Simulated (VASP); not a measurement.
Here is a VASP 6.6.1 calculation.

File POSCAR:

```
ScAl
1.0
    3.3703489700      0.0000000000      0.0000000000
    0.0000000000      3.3703489700      0.0000000000
    0.0000000000      0.0000000000      3.3703489700
Sc Al
1 1
Direct
    0.5000000000      0.5000000000      0.5000000000
    0.0333793328      0.0000000000      0.0000000000
```

File INCAR.step1:

```
SYSTEM = ScAl
PREC     = Accurate       ! precision mode
ENCUT    = 520            ! plane-wave cutoff, eV
ISMEAR   = 0              ! smearing method
SIGMA    = 0.15           ! smearing width, eV
LREAL    = .False.        ! projectors in reciprocal space
LASPH    = .True.         ! aspherical terms in the spheres
NELM     = 100            ! most SCF steps
NBANDS   = 14             ! bands
GGA      = PE             ! functional
ALGO     = Normal         ! electronic algorithm
EDIFF    = 1E-4           ! SCF threshold, eV
LWAVE    = .True.         ! write WAVECAR
LCHARG   = .False.        ! write CHGCAR
```

The input INCAR.step2:

```
SYSTEM = ScAl
PREC     = Accurate       ! precision mode
ENCUT    = 520            ! plane-wave cutoff, eV
EDIFF    = 1E-6           ! SCF threshold, eV
ISMEAR   = 0              ! smearing method
SIGMA    = 0.15           ! smearing width, eV
LREAL    = .False.        ! projectors in reciprocal space
LASPH    = .True.         ! aspherical terms in the spheres
NELM     = 100            ! most SCF steps
ALGO     = Normal         ! electronic algorithm
ISIF     = 2              ! what is computed and relaxed
LWAVE    = .False.        ! write WAVECAR
LCHARG   = .False.        ! write CHGCAR
METAGGA  = R2SCAN         ! meta-GGA
LMIXTAU  = .True.       
NBANDS   = 14             ! bands
ISTART   = 1
```

File KPOINTS:

```
regular mesh
0
Gamma
  14 14 14
  0 0 0
```

Potentials or basis: VASP PAW PBE potentials, release 64 (Sc_sv, Al).

The run is started by

```sh
$ cat potpaw_PBE.64/Sc_sv/POTCAR potpaw_PBE.64/Al/POTCAR > POTCAR
$ cp INCAR.step1 INCAR
$ mpirun -np 1 vasp_std > vasp.out
$ cp INCAR.step2 INCAR
$ mpirun -np 1 vasp_std > vasp.out
```

(1) Estimate the band gap on the k mesh.

(2) Predict the largest force.

Results:

(1) zero (band 7 reaches 6.52 eV, above the bottom of band 8 at 5.29 eV).

(2) 0.606 eV/Å.

Caveat: the cell differs from its parent crystal (all Al atoms moved +0.113 Å, as atom 2 along Cartesian [1 0 0]); the PAW data sets were made with another functional, which shifts forces and pressure a little.
